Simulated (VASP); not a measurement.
Write the native input for VASP 6.6.1 that does the following.

| Item | Value |
| --- | --- |
| Task | single point |
| Functional | PBEsol |
| Potentials or basis | VASP PAW PBE potentials, release 64 (Al, O) |
| Cutoff | 520 eV |
| k mesh | 9 × 9 × 1 |
| Occupations | gaussian, width 0.1 eV |
| Spin | no spin polarisation |
| Dipole correction | yes |
| Further INCAR settings | ALGO = Normal; EDIFF = 1e-06; NBANDS = 16 |

The structure of Al3O lies in POSCAR:

```
Al3O
1.0
    2.8394270062      0.0000000000      0.0000000000
    0.0000000000      2.8394270062      0.0000000000
    0.0000000000      0.0000000000     19.6413451717
Al O
3 1
Direct
    0.5000000000      0.5000000000      0.2036520394
    0.0000000000      0.0000000000      0.3090064802
    0.5000000000      0.5000000000      0.4145003868
    1.0000000000      1.0000000000      0.4452815257
```

The input as run:

INCAR

```
ALGO = Normal
DIPOL = 0.5 0.5 0.343
EDIFF = 1E-6
ENCUT = 520
GGA = PS
IDIPOL = 3
ISIF = 2
ISMEAR = 0
LASPH = T
LCHARG = T
LDIPOL = T
LELF = T
LREAL = F
LVACPOTAV = T
LVHAR = T
LWAVE = F
NBANDS = 16
NELM = 80
PREC = Accurate
SIGMA = 0.1
```

KPOINTS

```
k-points
0
Gamma
  9 9 1
```

Potentials or basis: VASP PAW PBE potentials, release 64 (Al, O).

Launch:

```bash
$ cat potpaw_PBE.64/Al/POTCAR potpaw_PBE.64/O/POTCAR > POTCAR
$ mpirun -np 1 vasp_std > vasp.out
```

It gave:

| Item | Value |
| --- | --- |
| Largest force | 0.630 eV/Å |

Caveat: the PAW data sets were made with another functional, which shifts forces and pressure a little; an odd number of electrons without spin polarisation forces a metal; a magnetic or distorted state may lie lower.

It took 2.3 min on 1 thread of AMD EPYC 7R13 (shared host), peak memory 0.25 GiB.
